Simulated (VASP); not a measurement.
Set up this calculation in VASP 6.6.1, as the native input.

```
Task                   : single point
Functional             : PBE
Potentials or basis    : VASP PAW PBE potentials, release 64 (Ga_d, N)
Cutoff                 : 520 eV
k mesh                 : 12 × 12 × 6
Occupations            : gaussian, width 0.05 eV
Spin                   : no spin polarisation
Dipole correction      : no
Further INCAR settings : ALGO = Normal; EDIFF = 1e-06; NBANDS = 26
```

The structure of GaN lies in POSCAR:

```
GaN
1.0
    3.2184289119      0.0000000000      0.0000000000
   -1.6092144560      2.7872411979      0.0000000000
    0.0000000000      0.0000000000      5.2430304311
Ga N
2 2
Direct
    0.3333333333      0.6666666667      1.0086681562
    0.6666666667      0.3333333333      0.4895952172
    0.3333333333      0.6666666667      0.3767251760
    0.6666666667      0.3333333333      0.8750114506
```

This cell differs from its parent crystal: mode 6 (319.1 1/cm) frozen in, largest displacement +0.050 Å.

The input as run:

INCAR

```
PREC = Accurate
ENCUT = 520
EDIFF = 1E-6
ISMEAR = 0
SIGMA = 0.05
LREAL = False
LASPH = True
NELM = 60
ALGO = Normal
ISIF = 2
LWAVE = False
LCHARG = False
GGA = PE
NBANDS = 26
```

KPOINTS

```
Automatic mesh
0
Gamma
  12 12 6
```

Potentials or basis: VASP PAW PBE potentials, release 64 (Ga_d, N).

Run with:

```sh
$ cat potpaw_PBE.64/Ga_d/POTCAR potpaw_PBE.64/N/POTCAR > POTCAR
$ mpirun -np 1 vasp_std > vasp.out
```

It gave:

| Property | Result |
| --- | --- |
| Pressure | 0.5 GPa |
| Largest force | 1.385 eV/Å |
| Band gap on the k mesh | 1.59 eV, direct |

Caveat: the cell differs from its parent crystal (mode 6 (319.1 1/cm) frozen in, largest displacement +0.050 Å); forces of over 1 eV/Å act on the atoms, so gaps and moduli don't describe the material at rest.

Run time: 2.2 min on 1 thread of AMD EPYC 7R13, with other jobs on the host, peak memory 0.2 GiB.
